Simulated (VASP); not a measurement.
# Te (C2) in VASP: a series of runs

Runs on Te. Level: r2SCAN. Tasks: electric field gradients.

Everything below comes from runs of VASP 6.6.1. Logs are shortened: lines on timing, memory, paths and dates and some standing lists are left out, and cuts for length are marked.

### Step 1. The cell of the first run

Symmetry: C2, No. 5, monoclinic system. Conventional cell: a = 7.970 Å, b = 4.601 Å, c = 5.900 Å, α = 90.00°, β = 90.00°, γ = 90.00°. Te (site symmetry 1) has 1 Te at 1.99 Å within 2.6 Å. Within 4.2 Å of Te (site symmetry 2) lie 8 Te at 2.96 to 4.11 Å.

### Step 2. Electric field gradients, r2SCAN (shortest bond scaled by 0.7)

File POSCAR:

```
Te
1.0
    4.6013525159      0.0000000000      0.0000000000
   -2.3006762580      3.9848881706      0.0000000000
    0.0000000000      0.0000000000      5.9000620010
Te
3
Direct
    0.2181925945      0.0385045755      0.3833333333
    0.0385045755      0.2181925945      0.6166666667
    0.7433028300      0.7433028300      0.0000000000
```

File INCAR.step1:

```
SYSTEM = Te
PREC     = Accurate       ! precision mode
ENCUT    = 520            ! plane-wave cutoff, eV
ISMEAR   = -1             ! smearing method
SIGMA    = 0.05           ! smearing width, eV
LREAL    = .False.        ! projectors in reciprocal space
LASPH    = .True.         ! aspherical terms in the spheres
NELM     = 80             ! most SCF steps
NBANDS   = 16             ! bands
GGA      = PE             ! functional
ALGO     = Normal         ! electronic algorithm
EDIFF    = 1E-4           ! SCF threshold, eV
LWAVE    = .True.         ! write WAVECAR
LCHARG   = .False.        ! write CHGCAR
```

File INCAR.step2:

```
SYSTEM = Te
PREC     = Accurate       ! precision mode
ENCUT    = 520            ! plane-wave cutoff, eV
EDIFF    = 1E-8           ! SCF threshold, eV
ISMEAR   = -1             ! smearing method
SIGMA    = 0.05           ! smearing width, eV
LREAL    = .False.        ! projectors in reciprocal space
LASPH    = .True.         ! aspherical terms in the spheres
NELM     = 80             ! most SCF steps
ALGO     = Normal         ! electronic algorithm
ISIF     = 2              ! what is computed and relaxed
LWAVE    = .False.        ! write WAVECAR
LCHARG   = .False.        ! write CHGCAR
METAGGA  = R2SCAN         ! meta-GGA
LMIXTAU  = .True.       
LEFG     = .True.       
NBANDS   = 16             ! bands
ISTART   = 1
```

File KPOINTS:

```
Automatic mesh
0
Gamma
  8 8 5
  0 0 0
```

Potentials or basis: VASP PAW PBE potentials, release 64 (Te).

Started as:

```bash
$ cat potpaw_PBE.64/Te/POTCAR > POTCAR
$ cp INCAR.step1 INCAR
$ mpirun -np 1 vasp_std > vasp.out
$ cp INCAR.step2 INCAR
$ mpirun -np 1 vasp_std > vasp.out
```

OUTCAR:

```text
SYSTEM = Te
   PREC = Accurate
   ENCUT = 520
   EDIFF = 1E-8
   ISMEAR = -1
   LREAL = .False.
   LASPH = .True.
   NELM = 80
   ISIF = 2
   METAGGA = R2SCAN
   ISTART = 1

 ion  position               nearest neighbor table
   1  0.218  0.039  0.383-   2 1.99   3 2.96
   2  0.039  0.218  0.617-   1 1.99   3 2.96
   3  0.743  0.743  0.000-   1 2.96   2 2.96

  LATTYP: Found a hexagonal cell.
 ALAT       =     4.6013525159
 C/A-ratio  =     1.2822451617

  Lattice vectors:

 A1 = (   4.6013525159,   0.0000000000,   0.0000000000)
 A2 = (  -2.3006762580,   3.9848881706,   0.0000000000)
 A3 = (   0.0000000000,   0.0000000000,   5.9000620010)

Analysis of symmetry for initial positions (statically):
=====================================================================
 Subroutine PRICEL returns:
 Original cell was already a primitive cell.

 Routine SETGRP: Setting up the symmetry group for a
 hexagonal supercell.

 Subroutine GETGRP returns: Found  2 space group operations
 (whereof  2 operations were pure point group operations)
 out of a pool of 24 trial point group operations.

The static configuration has the point symmetry C_2 .

Analysis of symmetry for dynamics (positions and initial velocities):
=====================================================================
 Subroutine PRICEL returns:
 Original cell was already a primitive cell.

 Routine SETGRP: Setting up the symmetry group for a
 hexagonal supercell.

 Subroutine GETGRP returns: Found  2 space group operations
 (whereof  2 operations were pure point group operations)
 out of a pool of 24 trial point group operations.

The dynamic configuration has the point symmetry C_2 .

 Subroutine INISYM returns: Found  2 space group operations
 (whereof  2 operations are pure point group operations),
 and found     1 'primitive' translations

----------------------------------------------------------------------------------------

                                     Primitive cell

  volume of cell :     108.1828

  direct lattice vectors                    reciprocal lattice vectors
     4.601352516  0.000000000  0.000000000     0.217327405  0.125474036  0.000000000
    -2.300676258  3.984888171  0.000000000     0.000000000  0.250948071  0.000000000
     0.000000000  0.000000000  5.900062001     0.000000000  0.000000000  0.169489744

  length of vectors
     4.601352516  4.601352516  5.900062001     0.250948071  0.250948071  0.169489744

  position of ions in fractional coordinates (direct lattice)
     0.218192595  0.038504575  0.383333333
     0.038504575  0.218192595  0.616666667
     0.743302830  0.743302830  0.000000000

  ion indices of the primitive-cell ions
   primitive index   ion index
                 1           1
                 2           2
                 3           3

----------------------------------------------------------------------------------------

 KPOINTS: Automatic mesh

Automatic generation of k-mesh.
 Grid dimensions read from file:
 generate k-points for:    8    8    5

 Generating k-lattice:

  Cartesian coordinates                     Fractional coordinates (reciprocal lattice)
     0.027165926  0.015684254  0.000000000     0.125000000  0.000000000  0.000000000
     0.000000000  0.031368509  0.000000000     0.000000000  0.125000000  0.000000000
     0.000000000  0.000000000  0.033897949     0.000000000  0.000000000  0.200000000

  Length of vectors
     0.031368509  0.031368509  0.033897949

  Shift w.r.t. Gamma in fractional coordinates (k-lattice)
     0.000000000  0.000000000  0.000000000

 Subroutine IBZKPT returns following result:
 ===========================================

 Found     93 irreducible k-points:

 Following reciprocal coordinates:
            Coordinates               Weight
  0.000000  0.000000  0.000000      1.000000
  0.125000  0.000000  0.000000      4.000000
 -0.125000  0.125000  0.000000      2.000000
  0.250000  0.000000  0.000000      4.000000
 -0.250000  0.250000  0.000000      2.000000
  0.375000  0.000000  0.000000      4.000000
[... 16 lines left out ...]
  0.125000  0.000000  0.200000      4.000000
  0.000000  0.125000  0.200000      4.000000
 [... further k-points ...]
   k-points           NKPTS =     93   k-points in BZ     NKDIM =     93   number of bands    NBANDS=     16
   number of dos      NEDOS =    301   number of ions     NIONS =      3
   total plane-waves  NPLWV =  62208
   dimension x,y,z NGX =    36 NGY =   36 NGZ =   48
   dimension x,y,z NGXF=    72 NGYF=   72 NGZF=   96
   ions per type =               3
   NGX,Y,Z   is equivalent  to a cutoff of  13.01, 13.01, 13.52 a.u.
   NGXF,Y,Z  is equivalent  to a cutoff of  26.01, 26.01, 27.05 a.u.
 SYSTEM =  Te
   PREC   = accura    normal or accurate (medium, high low for compatibility)
   ISTART =      1    job   : 0-new  1-cont  2-samecut
   ICHARG =      0    charge: 1-file 2-atom 10-const
   ISPIN  =      1    spin polarized calculation?
   LNONCOLLINEAR =      F non collinear calculations
   LSORBIT =      F    spin-orbit coupling
   LASPH  =      T    aspherical Exc in radial PAW
   ENCUT  =  520.0 eV  38.22 Ry    6.18 a.u.   8.56  8.56 10.97*2*pi/ulx,y,z
   NELM   =     80;   NELMIN=  2; NELMDL=  0     # of ELM steps
   EDIFF  = 0.1E-07   stopping-criterion for ELM
   LREAL  =      F    real-space projection
   EDIFFG = 0.1E-06   stopping-criterion for IOM
   NSW    =      0    number of steps for IOM
   IBRION =     -1    ionic relax: 0-MD 1-quasi-New 2-CG
   NFREE  =      0    steps in history (QN), initial steepest desc. (CG)
   ISIF   =      2    stress and relaxation
   ISYM   =      2    0-nonsym 1-usesym 2-fastsym
   POTIM  = 0.5000    time-step for ionic-motion
   TEBEG  =    0.0;   TEEND  =   0.0 temperature during run
   PSTRESS=    0.0 pullay stress
   NELECT =      18.0000    total number of electrons
   NUPDOWN=      -1.0000    fix difference up-down
   EMIN   =  10.00;   EMAX   =-10.00  energy-range for DOS
   EFERMI =   0.00;   METHOD = LEGACY
   ISMEAR =    -1;   SIGMA  =   0.05  broadening in eV -4-tet -1-fermi 0-gaus
   EFERMI_NEDOS =   21; number of points for ismear=-14 and -15
   IALGO  =     38    algorithm
   IMIX   =      4    mixing-type and parameters
     AMIX     =   0.40;   BMIX     =  1.00
     AMIX_MAG =   1.60;   BMIX_MAG =  1.00
  volume/ion in A,a.u.               =      36.06       243.35
  Fermi-wavevector in a.u.,A,eV,Ry     =   0.900422  1.701551 11.031065  0.810760
  Thomas-Fermi vector in A             =   2.023378
   LORBIT       =      0    0 simple, 1 ext, 2 COOP (PROOUT), +10 PAW based schemes
   METAGGA = R2SCAN    functional components
   LHFCALC =     F    Hartree Fock is set to
   AEXX    =    0.0000 exact exchange contribution
   IVDW    =     0    specifies the selected vdW correction
   LEPSILON=     F    determine dielectric tensor
   LRPA    =     F    only Hartree local field effects (RPA)
 non-spin polarized calculation
  energy-cutoff  :      520.00
  volume of cell :      108.18
 maximum number of plane-waves:      2938
 NGX is ok and might be reduce to    36
   NGX = 17   NGY = 17   NGZ = 21

 number of electron      17.9999999 magnetization

 Free energy of the ion-electron system (eV)
  ---------------------------------------------------
  ext. energy  EPLUGINS =         0.00000000
  ---------------------------------------------------
  free energy    TOTEN  =       -69.32462856 eV

  energy without entropy =      -69.32404033  energy(sigma->0) =      -69.32433444

 E-fermi :   5.1449     XC(G=0):  -8.9979

 val. band max:        4.9219178492   @ k =   0.0000   0.3750   0.4000
 cond. band min:       5.3793833154   @ k =   0.2500   0.1250   0.4000
 fundamental gap:      0.4574654661
 Fermi energy:         5.1448966498

 k-point     1 :       0.0000    0.0000    0.0000
  band No.  band energies     occupation
      1     -11.7897      2.00000
      2      -5.8324      2.00000
      3      -4.2704      2.00000
      4       0.5377      2.00000
      5       0.6669      2.00000
      6       1.0632      2.00000
[... 8 lines left out ...]
     15      10.8868      0.00000
     16      12.1726      0.00000
[... 419 lines left out ...]
 k-point    24 :       0.0000    0.1250    0.2000
  band No.  band energies     occupation
      1     -11.7296      2.00000
      2      -6.2306      2.00000
      3      -3.6417      2.00000
      4      -0.1352      2.00000
      5       0.6729      2.00000
      6       1.2073      2.00000
[... 8 lines left out ...]
     15      11.7027      0.00000
     16      11.9958      0.00000

 [... further k-points ...]

------------------------ aborting loop because EDIFF is reached ----------------------------------------

  FORCE on cell =-STRESS in cart. coord.  units (eV):
  Direction    XX          YY          ZZ          XY          YZ          ZX
  --------------------------------------------------------------------------------------
  -------------------------------------------------------------------------------------
  Total       23.6727161      8.4987160     28.9956987    -13.1410695     15.1470391    -26.2354735
  in kB      350.5907483    125.8652028    429.4236313   -194.6180313    224.3262562   -388.5449508
  external PRESSURE =     301.9598608 kB  Pullay stress =       0.0000000 kB

 VOLUME and BASIS-vectors are now :
 -----------------------------------------------------------------------------
  energy-cutoff  :      520.00
  volume of cell :      108.18
      direct lattice vectors                 reciprocal lattice vectors
     4.601352516  0.000000000  0.000000000     0.217327405  0.125474036  0.000000000
    -2.300676258  3.984888171  0.000000000     0.000000000  0.250948071  0.000000000
     0.000000000  0.000000000  5.900062001     0.000000000  0.000000000  0.169489744

 POSITION                                       TOTAL-FORCE (eV/Angst)
 -----------------------------------------------------------------------------------
      0.91539      0.15344      2.26169        18.637139    -10.613595    -20.987292
     -0.32482      0.86947      3.63837       -18.510212     10.833438     20.987292
      1.71010      2.96198      0.00000        -0.126927     -0.219843      0.000000
 -----------------------------------------------------------------------------------
    total drift:                               -0.000030     -0.000052      0.000000

  FREE ENERGIE OF THE ION-ELECTRON SYSTEM (eV)
  ---------------------------------------------------
  free  energy   TOTEN  =       -69.3246285571 eV

  energy  without entropy=      -69.3240403296  energy(sigma->0) =      -69.32433444

 Electric field gradients (V/A^2)
---------------------------------------------------------------------
 ion       V_xx      V_yy      V_zz      V_xy      V_xz      V_yz
---------------------------------------------------------------------
   1     -32.485   -73.765   106.250   272.945   345.260    92.381
   2    -299.823   193.573   106.250   118.598    92.626  -345.194
   3    -354.666    31.526   323.140   334.452   359.026  -207.283
---------------------------------------------------------------------

 Electric field gradients after diagonalization (V/A^2)
 (convention: |V_zz| > |V_xx| > |V_yy|)
----------------------------------------------------------------------
 ion       V_xx      V_yy      V_zz     asymmetry (V_yy - V_xx)/ V_zz
----------------------------------------------------------------------
   1    -405.911   -92.946   498.857       0.627
   2    -405.911   -92.946   498.857       0.627
   3     488.924   224.622  -713.546       0.370
----------------------------------------------------------------------

           NMR quadrupolar parameters

 Cq : quadrupolar parameter    Cq=e*Q*V_zz/h
 eta: asymmetry parameters     (V_yy - V_xx)/ V_zz
 Q  : nuclear electric quadrupole moment in mb (millibarn)
----------------------------------------------------------------------
 ion       Cq(MHz)       eta       Q (mb)
----------------------------------------------------------------------
   1       1.206       0.627       1.000
   2       1.206       0.627       1.000
   3      -1.725       0.370       1.000
----------------------------------------------------------------------
```

It took 7.9 min on 1 thread of Intel Xeon Platinum 8488C (Sapphire Rapids), shared host; peak memory 0.33 GiB.

Results:

* Free energy: -69.3246 eV
* Pressure: 30.2 GPa
* Largest force: 30.008 eV/Å
* Band gap on the k mesh: 0.46 eV (least direct gap 0.58 eV)
* Largest electric field gradient by atom: Te +498.9, -713.5 (each value once) V/Å²

Forces on the atoms (eV/Å):
```
Te   18.637 -10.614 -20.987
Te  -18.510  10.833  20.987
Te   -0.127  -0.220   0.000
```

Levels at points of the mesh, in eV from the valence-band top:
```
           k point  band 5  band 6  band 7  band 8  band 9  band 10  band 11  band 12  band 13  band 14
(0.00, 0.00, 0.00)   -4.25   -3.86   -1.53   -0.98   -0.01     1.11     1.13     4.53     5.03     5.87
(0.50, 0.00, 0.00)   -4.70   -4.17   -2.84   -2.27   -0.58     1.75     3.97     4.62     5.21     7.20
(0.50, 0.50, 0.00)   -4.95   -3.87   -1.80   -0.77   -0.59     1.59     1.78     3.33     5.71     7.03
```

Electric field gradients, principal values (V/Å²):
```csv
atom,least,middle,greatest (by size)
1 Te,-92.946,-405.911,498.857
2 Te,-92.946,-405.911,498.857
3 Te,224.622,488.924,-713.546
```

Caveat: the cell differs from its parent crystal (shortest bond scaled by 0.7); the stress differs along the axes, from 13 to 43 GPa; semilocal functionals underestimate gaps, and a narrow one can read as zero; without QUAD_EFG the Cq values of the log hold for a quadrupole moment of 1 mb, not for the nuclei; the PAW data sets were made with another functional, which shifts forces and pressure a little; spin-orbit coupling is left out, which moves the levels of the heavy elements. A k mesh can miss the band edges.

(Continued in part 2 of 2.)
